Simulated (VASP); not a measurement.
**MoS2: single point with PBEsol**

Crystal: MoS2.

```
CELL_PARAMETERS angstrom
1.58000 0.91221 6.15000
-1.58000 0.91221 6.15000
0.00000 -1.82443 6.15000
ATOMIC_POSITIONS crystal
Mo 0.00000 0.00000 0.00000
S 0.41700 0.41700 0.41700
S 0.25000 0.25000 0.25000
```

| Item | Value |
| --- | --- |
| Program | VASP 6.6.1 |
| Task | single point |
| Functional | PBEsol |
| Potentials or basis | VASP PAW PBE potentials, release 64 (Mo_sv, S) |
| Cutoff | 520 eV |
| k mesh | 6 × 6 × 6 |
| Occupations | fermi-dirac, width 0.05 eV |
| Spin | no spin polarisation |

| Quantity | Value |
| --- | --- |
| Pressure | 0.3 GPa |
| Largest force | 0.266 eV/Å |
| Band gap on the k mesh | 0.91 eV (least direct gap 1.71 eV) |

Forces in eV/Å, atoms in the order of the input:
```
Mo   0.000  0.000  0.086
S    0.000  0.000  0.180
S    0.000  0.000 -0.266
```

Stress tensor (GPa, compression positive):
```
-0.67  0.00  0.00
 0.00 -0.67  0.00
 0.00  0.00  2.32
```

Levels at points of the mesh, in eV from the valence-band top:
| k point | band 11 | band 12 | band 13 | band 14 | band 15 | band 16 |
| --- | --- | --- | --- | --- | --- | --- |
| (0.00, 0.00, 0.00) | -2.34 | -1.27 | -1.20 | 2.02 | 2.02 | 2.46 |
| (0.50, 0.00, 0.00) | -2.37 | -1.66 | -1.52 | 1.58 | 2.00 | 3.45 |
| (0.50, 0.50, 0.00) | -2.94 | -1.85 | -1.35 | 1.53 | 2.13 | 2.98 |
| (0.50, 0.50, 0.50) | -2.32 | -2.32 | 0.00 | 2.12 | 2.12 | 2.33 |

Wall time 2.8 min on 1 thread of Intel Xeon 8259CL, with other jobs on the host, peak memory 0.31 GiB.

Caveat: the PAW data sets were made with another functional, which shifts forces and pressure a little. As with any semilocal functional, this PBEsol gap is likely too small.
